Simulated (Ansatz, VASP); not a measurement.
**One calculation of BaTe, two programs**

```xyz
4
Lattice="6.0014 0.0000 0.0000 0.0000 6.0014 0.0000 0.0000 0.0000 4.2436" Properties=species:S:1:pos:R:3 pbc="T T T"
Ba    3.0007    0.0000    2.1216
Ba    0.0000    3.0007    2.1220
Te    0.0000    0.0000    0.0000
Te    3.0007    3.0007    0.0000
```

Alike in both runs: task single point; functional PBE; dispersion D4; k mesh 6 × 6 × 8; occupations gaussian, width 0.05 eV; no spin polarisation.

```csv
,VASP,Ansatz
version,VASP 6.6.1,Ansatz 0.2.0
potentials or method,"VASP PAW PBE potentials, release 64 (Ba_sv, Te), cutoff 520 eV","scalar-relativistic, plane waves, PAW"
valence electrons in the cell,32,52
```

```csv
,VASP,Ansatz,Ansatz less VASP
pressure (GPa),-0.8,-1.3,-0.47
```

VASP's potentials hold 32 valence electrons a cell and Ansatz's 52, so a difference there can come from the potentials and not from the codes.

Neither program's run includes spin-orbit coupling.
